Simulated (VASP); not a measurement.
# Pb (Fm-3m) in VASP: a series of runs

Pb is run at these levels: PBE, PBEsol+D4, RPBE+D3(BJ); tasks: single point, relaxation of cell and atoms.

Everything below comes from runs of VASP 6.6.1. Logs are shortened: lines on timing, memory, paths and dates and some standing lists are left out, and cuts for length are marked.

## 1. The cell of the first run

It takes space group Fm-3m (No. 225, cubic). The conventional cell has a = 4.950 Å, b = 4.950 Å, c = 4.950 Å, α = 90.00°, β = 90.00°, γ = 90.00°. Pb (site symmetry m-3m) has 12 Pb at 3.50 Å within 4.6 Å.

## 2. Single point, PBE

Input file INCAR:

```
SYSTEM = Pb
ALGO = Normal
EDIFF = 1E-6
ENCUT = 520
GGA = PE
ISIF = 2
ISMEAR = 0
LASPH = .TRUE.
LCHARG = .FALSE.
LREAL = .FALSE.
LWAVE = .FALSE.
NBANDS = 13
NELM = 100
PREC = Accurate
SIGMA = 0.025
```

Input file KPOINTS:

```
k-points
0
G
  9 9 9
  0 0 0
```

Input file POSCAR:

```
Pb
1.0
    0.0000000000      2.4750200000      2.4750200000
    2.4750200000      0.0000000000      2.4750200000
    2.4750200000      2.4750200000      0.0000000000
Pb
1
Direct
    0.0000000000      0.0000000000      0.0000000000
```

Potentials or basis: VASP PAW PBE potentials, release 64 (Pb_d).

Run with:

```sh
> cat potpaw_PBE.64/Pb_d/POTCAR > POTCAR
> mpirun -np 1 vasp_std > vasp.out
```

OUTCAR:

```text
SYSTEM = Pb
   EDIFF = 1E-6
   ENCUT = 520
   GGA = PE
   ISIF = 2
   ISMEAR = 0
   LASPH = .TRUE.
   LREAL = .FALSE.
   NELM = 100
   PREC = Accurate

 ion  position               nearest neighbor table
   1  0.000  0.000  0.000-

  LATTYP: Found a face centered cubic cell.
 ALAT       =     4.9500400000

  Lattice vectors:

 A1 = (   0.0000000000,   2.4750200000,   2.4750200000)
 A2 = (   2.4750200000,   0.0000000000,   2.4750200000)
 A3 = (   2.4750200000,   2.4750200000,   0.0000000000)

Analysis of symmetry for initial positions (statically):
[... 5 lines left out ...]
 face centered cubic supercell.

 Subroutine GETGRP returns: Found 48 space group operations
 (whereof 48 operations were pure point group operations)
 out of a pool of 48 trial point group operations.

The static configuration has the point symmetry O_h .

Analysis of symmetry for dynamics (positions and initial velocities):
[... 5 lines left out ...]
 face centered cubic supercell.

 Subroutine GETGRP returns: Found 48 space group operations
 (whereof 48 operations were pure point group operations)
 out of a pool of 48 trial point group operations.

The dynamic configuration has the point symmetry O_h .

 Subroutine INISYM returns: Found 48 space group operations
 (whereof 48 operations are pure point group operations),
 and found     1 'primitive' translations

----------------------------------------------------------------------------------------

                                     Primitive cell

  volume of cell :      30.3226

  direct lattice vectors                    reciprocal lattice vectors
     0.000000000  2.475020000  2.475020000    -0.202018570  0.202018570  0.202018570
     2.475020000  0.000000000  2.475020000     0.202018570 -0.202018570  0.202018570
     2.475020000  2.475020000  0.000000000     0.202018570  0.202018570 -0.202018570

  length of vectors
     3.500206851  3.500206851  3.500206851     0.349906427  0.349906427  0.349906427

  position of ions in fractional coordinates (direct lattice)
     0.000000000  0.000000000  0.000000000

  ion indices of the primitive-cell ions
   primitive index   ion index
                 1           1

----------------------------------------------------------------------------------------

 KPOINTS: k-points

Automatic generation of k-mesh.
 Grid dimensions read from file:
 generate k-points for:    9    9    9

 Generating k-lattice:

  Cartesian coordinates                     Fractional coordinates (reciprocal lattice)
    -0.022446508  0.022446508  0.022446508     0.111111111  0.000000000  0.000000000
     0.022446508 -0.022446508  0.022446508     0.000000000  0.111111111  0.000000000
     0.022446508  0.022446508 -0.022446508     0.000000000  0.000000000  0.111111111

  Length of vectors
     0.038878492  0.038878492  0.038878492

  Shift w.r.t. Gamma in fractional coordinates (k-lattice)
     0.000000000  0.000000000  0.000000000

 Subroutine IBZKPT returns following result:
 ===========================================

 Found     35 irreducible k-points:

 Following reciprocal coordinates:
            Coordinates               Weight
  0.000000  0.000000  0.000000      1.000000
  0.111111  0.000000  0.000000      8.000000
  0.222222  0.000000  0.000000      8.000000
  0.333333  0.000000  0.000000      8.000000
  0.444444  0.000000  0.000000      8.000000
  0.111111  0.111111  0.000000      6.000000
[... 16 lines left out ...]
 -0.333333  0.333333  0.000000     12.000000
  0.444444  0.444444  0.000000      6.000000
 [... further k-points ...]
   k-points           NKPTS =     35   k-points in BZ     NKDIM =     35   number of bands    NBANDS=     13
   number of dos      NEDOS =    301   number of ions     NIONS =      1
   total plane-waves  NPLWV =  21952
   dimension x,y,z NGX =    28 NGY =   28 NGZ =   28
   dimension x,y,z NGXF=    56 NGYF=   56 NGZF=   56
   ions per type =               1
   NGX,Y,Z   is equivalent  to a cutoff of  13.30, 13.30, 13.30 a.u.
   NGXF,Y,Z  is equivalent  to a cutoff of  26.60, 26.60, 26.60 a.u.
 SYSTEM =  Pb
   PREC   = accura    normal or accurate (medium, high low for compatibility)
   ISTART =      0    job   : 0-new  1-cont  2-samecut
   ICHARG =      2    charge: 1-file 2-atom 10-const
   ISPIN  =      1    spin polarized calculation?
   LNONCOLLINEAR =      F non collinear calculations
   LSORBIT =      F    spin-orbit coupling
   LASPH  =      T    aspherical Exc in radial PAW
   ENCUT  =  520.0 eV  38.22 Ry    6.18 a.u.   6.51  6.51  6.51*2*pi/ulx,y,z
   NELM   =    100;   NELMIN=  2; NELMDL= -5     # of ELM steps
   EDIFF  = 0.1E-05   stopping-criterion for ELM
   LREAL  =      F    real-space projection
   EDIFFG = 0.1E-04   stopping-criterion for IOM
   NSW    =      0    number of steps for IOM
   IBRION =     -1    ionic relax: 0-MD 1-quasi-New 2-CG
   NFREE  =      0    steps in history (QN), initial steepest desc. (CG)
   ISIF   =      2    stress and relaxation
   ISYM   =      2    0-nonsym 1-usesym 2-fastsym
   POTIM  = 0.5000    time-step for ionic-motion
   TEBEG  =    0.0;   TEEND  =   0.0 temperature during run
   PSTRESS=    0.0 pullay stress
   NELECT =      14.0000    total number of electrons
   NUPDOWN=      -1.0000    fix difference up-down
   EMIN   =  10.00;   EMAX   =-10.00  energy-range for DOS
   EFERMI =   0.00;   METHOD = LEGACY
   ISMEAR =     0;   SIGMA  =   0.03  broadening in eV -4-tet -1-fermi 0-gaus
   EFERMI_NEDOS =   21; number of points for ismear=-14 and -15
   IALGO  =     38    algorithm
   IMIX   =      4    mixing-type and parameters
     AMIX     =   0.40;   BMIX     =  1.00
     AMIX_MAG =   1.60;   BMIX_MAG =  1.00
  volume/ion in A,a.u.               =      30.32       204.63
  Fermi-wavevector in a.u.,A,eV,Ry     =   1.265306  2.391081 21.782907  1.600999
  Thomas-Fermi vector in A             =   2.398566
   LORBIT       =      0    0 simple, 1 ext, 2 COOP (PROOUT), +10 PAW based schemes
   GGA     = PE    functional components
   LHFCALC =     F    Hartree Fock is set to
   AEXX    =    0.0000 exact exchange contribution
   IVDW    =     0    specifies the selected vdW correction
   LEPSILON=     F    determine dielectric tensor
   LRPA    =     F    only Hartree local field effects (RPA)
 non-spin polarized calculation
 Gauss-broadening in eV      SIGMA  =   0.03
  energy-cutoff  :      520.00
  volume of cell :       30.32
 maximum number of plane-waves:       869
 NGX is ok and might be reduce to    28
   NGX = 13   NGY = 13   NGZ = 13

 number of electron      13.9999999 magnetization

 Free energy of the ion-electron system (eV)
  ---------------------------------------------------
  ext. energy  EPLUGINS =         0.00000000
  ---------------------------------------------------
  free energy    TOTEN  =        -3.56832591 eV

  energy without entropy =       -3.56786409  energy(sigma->0) =       -3.56809500

 E-fermi :   7.1445     XC(G=0): -10.1860

 val. band max:        6.9152789987   @ k =  -0.3333   0.3333   0.1111
 cond. band min:       7.1463347823   @ k =  -0.2222   0.3333   0.1111
 fundamental gap:      0.2310557836
 Fermi energy:         7.1444851066

 k-point     1 :       0.0000    0.0000    0.0000
  band No.  band energies     occupation
      1      -9.7946      2.00000
      2      -9.7946      2.00000
      3      -9.7946      2.00000
      4      -9.6545      2.00000
      5      -9.6545      2.00000
      6      -4.4738      2.00000
      7      14.6989      0.00000
      8      14.6989      0.00000
      9      14.6989      0.00000
     10      17.0446      0.00000
     11      18.6199      0.00000
     12      19.7651      0.00000
     13      19.7651      0.00000

 k-point     2 :       0.1111    0.0000    0.0000
  band No.  band energies     occupation
      1      -9.7952      2.00000
      2      -9.7782      2.00000
      3      -9.7782      2.00000
      4      -9.6545      2.00000
      5      -9.6545      2.00000
      6      -4.2360      2.00000
      7      12.3296      0.00000
      8      14.4167      0.00000
      9      14.4167      0.00000
     10      16.6520      0.00000
     11      19.5951      0.00000
     12      20.2688      0.00000
     13      20.2688      0.00000

 k-point     3 :       0.2222    0.0000    0.0000
  band No.  band energies     occupation
      1      -9.8003      2.00000
      2      -9.7587      2.00000
      3      -9.7587      2.00000
      4      -9.6319      2.00000
      5      -9.6319      2.00000
      6      -3.5244      2.00000
      7       8.8628      0.00000
      8      13.8173      0.00000
      9      13.8173      0.00000
     10      16.3081      0.00000
     11      19.1405      0.00000
     12      19.8939      0.00000
     13      19.8939      0.00000

 k-point     4 :       0.3333    0.0000    0.0000
  band No.  band energies     occupation
      1      -9.8117      2.00000
      2      -9.7682      2.00000
      3      -9.7682      2.00000
      4      -9.5731      2.00000
      5      -9.5731      2.00000
      6      -2.3829      2.00000
      7       5.7473      2.00000
      8      13.2446      0.00000
      9      13.2446      0.00000
     10      16.2137      0.00000
     11      17.8420      0.00000
     12      18.9979      0.00000
     13      18.9979      0.00000

 k-point     5 :       0.4444    0.0000    0.0000
  band No.  band energies     occupation
      1      -9.8218      2.00000
      2      -9.7815      2.00000
      3      -9.7815      2.00000
      4      -9.5267      2.00000
      5      -9.5267      2.00000
      6      -1.1187      2.00000
      7       3.4731      2.00000
      8      12.9063      0.00000
      9      12.9063      0.00000
     10      16.3942      0.00000
     11      16.9611      0.00000
     12      18.5419      0.00000
     13      18.5419      0.00000
[... 257 lines left out ...]
 k-point    22 :      -0.4444    0.3333    0.0000
  band No.  band energies     occupation
      1      -9.8859      2.00000
      2      -9.7840      2.00000
      3      -9.5947      2.00000
      4      -9.5741      2.00000
      5      -9.5140      2.00000
      6       0.2594      2.00000
      7       4.8449      2.00000
      8       6.8336      2.00000
      9      10.1594      0.00000
     10      13.7026      0.00000
     11      17.9154      0.00000
     12      23.3978      0.00000
     13      23.5267      0.00000

 k-point    23 :      -0.3333    0.3333    0.0000
  band No.  band energies     occupation
      1      -9.8495      2.00000
      2      -9.6917      2.00000
      3      -9.6449      2.00000
      4      -9.6224      2.00000
      5      -9.5582      2.00000
      6       0.1130      2.00000
      7       5.4671      2.00000
      8       5.7369      2.00000
      9      10.9410      0.00000
     10      14.1950      0.00000
     11      21.0316      0.00000
     12      22.6564      0.00000
     13      22.6781      0.00000

 k-point    24 :       0.4444    0.4444    0.0000
  band No.  band energies     occupation
      1      -9.9529      2.00000
      2      -9.8611      2.00000
      3      -9.5347      2.00000
      4      -9.4959      2.00000
      5      -9.4959      2.00000
      6       0.1218      2.00000
      7       4.5682      2.00000
      8       9.4311      0.00000
      9       9.4311      0.00000
     10      12.7575      0.00000
     11      13.9743      0.00000
     12      25.5436      0.00000
     13      27.2385      0.00000

 [... further k-points ...]
[... 5 lines left out ...]
  --------------------------------------------------------------------------------------
  -------------------------------------------------------------------------------------
  Total        0.4136325      0.4136325      0.4136325     -0.0000000      0.0000000     -0.0000000
  in kB       21.8554156     21.8554156     21.8554156     -0.0000000      0.0000000     -0.0000000
  external PRESSURE =      21.8554156 kB  Pullay stress =       0.0000000 kB

 VOLUME and BASIS-vectors are now :
 -----------------------------------------------------------------------------
  energy-cutoff  :      520.00
  volume of cell :       30.32
      direct lattice vectors                 reciprocal lattice vectors
     0.000000000  2.475020000  2.475020000    -0.202018570  0.202018570  0.202018570
     2.475020000  0.000000000  2.475020000     0.202018570 -0.202018570  0.202018570
     2.475020000  2.475020000  0.000000000     0.202018570  0.202018570 -0.202018570

 POSITION                                       TOTAL-FORCE (eV/Angst)
 -----------------------------------------------------------------------------------
      0.00000      0.00000      0.00000         0.000000      0.000000      0.000000
 -----------------------------------------------------------------------------------
    total drift:                               -0.000000     -0.000000     -0.000000

  FREE ENERGIE OF THE ION-ELECTRON SYSTEM (eV)
  ---------------------------------------------------
  free  energy   TOTEN  =        -3.5683259074 eV

  energy  without entropy=       -3.5678640888  energy(sigma->0) =       -3.56809500
```

Run time: 6.6 s. Hardware: 1 thread of AMD EPYC 9R45 (Zen 5), shared host; peak memory 0.13 GiB.

What came out:

* Free energy: -3.5683 eV
* Pressure: 2.2 GPa
* Band gap on the k mesh: zero (band 7 reaches 14.70 eV, above the bottom of band 8 at 5.74 eV)

Levels at points of the mesh, in eV from the Fermi level:
| k point | band 5 | band 6 | band 7 | band 8 | band 9 | band 10 |
| --- | --- | --- | --- | --- | --- | --- |
| (0.00, 0.00, 0.00) | -16.80 | -11.62 | 7.55 | 7.55 | 7.55 | 9.90 |

Caveat: spin-orbit coupling is left out, which moves the levels of the heavy elements.

## 3. Relaxation of cell and atoms, PBEsol+D4

Input file INCAR:

```
  PREC = Accurate
  ENCUT = 600
  EDIFF = 1E-6
  ISMEAR = -1
  SIGMA = 0.05
  LREAL = F
  LASPH = T
  NELM = 100
  ALGO = Normal
  ISIF = 3
  LWAVE = F
  LCHARG = F
  GGA = PS
  IVDW = 13
  IBRION = 2
  NSW = 60
  EDIFFG = -0.01
```

Input file KPOINTS:

```
regular mesh
0
Gamma
  9 9 9
```

POSCAR is that of step 2.

Potentials or basis: VASP PAW PBE potentials, release 64 (Pb_d).

Run with:

```sh
> cat potpaw_PBE.64/Pb_d/POTCAR > POTCAR
> mpirun -np 1 vasp_std > vasp.out
```

Wall time 15 s (1 thread of AMD EPYC 9R45 (Zen 5), shared host); peak memory 0.14 GiB.

The run converged. Its results:

```
Free energy                            : -4.2779 eV
Relaxed volume                         : 29.15 Å³/atom
Relaxed cell                           : a = 3.454 Å, b = 3.454 Å, c = 3.454 Å, α = 60.00°, β = 60.00°, γ = 60.00°
Space group after relaxing (to 0.05 Å) : Fm-3m (No. 225)
Energy gained by relaxing              : 7.4 meV/atom
Ionic steps                            : 3
Pressure after relaxing                : 0.0 GPa
Band gap on the k mesh                 : zero (band 7 reaches 15.28 eV, above the bottom of band 8 at 5.91 eV)
Dispersion energy per atom             : -0.263 eV
```

The path:
| step | energy change (eV) | largest force (eV/Å) | pressure (GPa) | volume (Å³) |
| --- | --- | --- | --- | --- |
| 1 | 0.0000 | 0.0000 | -1.96 | 30.32 |
| 2 | -0.0064 | 0.0000 | 0.81 | 28.73 |
| 3 | -0.0074 | 0.0000 | -0.01 | 29.15 |

Final structure:
```
Pb
1.0
     0.00000    2.44258    2.44258
     2.44258    0.00000    2.44258
     2.44258    2.44258    0.00000
Pb
1
Cartesian
  0.0000 0.0000 0.0000
```

Levels at points of the mesh, in eV from the Fermi level:
| k point | band 4 | band 5 | band 6 | band 7 | band 8 | band 9 | band 10 | band 11 |
| --- | --- | --- | --- | --- | --- | --- | --- | --- |
| (0.00, 0.00, 0.00) | -16.69 | -16.69 | -11.87 | 7.90 | 7.90 | 7.90 | 9.96 | 12.00 |

Caveat: the PAW data sets were made with another functional, which shifts forces and pressure a little; spin-orbit coupling is left out, which moves the levels of the heavy elements; pairwise dispersion overbinds metals, which lowers pressure and volume.

[end of part 1 of 2]
